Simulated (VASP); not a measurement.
Write the native input for VASP 6.6.1 that does the following.

```
Task                   : single point
Functional             : PBE
Potentials or basis    : VASP PAW PBE potentials, release 64 (Hf_pv)
Cutoff                 : 520 eV
k mesh                 : 10 × 10 × 14
Occupations            : gaussian, width 0.05 eV
Spin                   : no spin polarisation
Dipole correction      : no
Further INCAR settings : ALGO = Fast; EDIFF = 1e-07; NBANDS = 22
```

The structure of Hf lies in POSCAR:

```
Hf
1.0
    4.5523109939      0.0000000000      0.0000000000
   -2.2761554969      3.9424169667      0.0000000000
    0.0000000000      0.0000000000      2.8337314730
Hf
3
Direct
    0.6666666667      0.3333333333      0.5000000000
    0.3333333333      0.6666666667      0.5000000000
    0.0000000000      0.0000000000      0.0000000000
```

This cell differs from its parent crystal: volume scaled by 0.760.

These files were run (other wordings do the same):

INCAR

```
SYSTEM = Hf
  PREC = Accurate
  ENCUT = 520
  EDIFF = 1E-7
  ISMEAR = 0
  SIGMA = 0.05
  LREAL = .False.
  LASPH = .True.
  NELM = 60
  ALGO = Fast
  ISIF = 2
  LWAVE = .False.
  LCHARG = .True.
  GGA = PE
  LELF = .True.
  LVHAR = .True.
  NBANDS = 22
```

KPOINTS

```
regular mesh
0
Gamma
  10 10 14
  0 0 0
```

Potentials or basis: VASP PAW PBE potentials, release 64 (Hf_pv).

Command:

```bash
$ cat potpaw_PBE.64/Hf_pv/POTCAR > POTCAR
$ mpirun -np 1 vasp_std > vasp.out
```

It gave:

```
Pressure               : 47.3 GPa
Band gap on the k mesh : zero (band 15 reaches 7.43 eV, above the bottom of band 16 at 6.38 eV)
```

Caveat: spin-orbit coupling is left out, which moves the levels of the heavy elements.

It took 70 s on 1 thread of Intel(R) Xeon(R) Platinum 8488C (Sapphire Rapids) (shared host), peak memory 0.24 GiB.
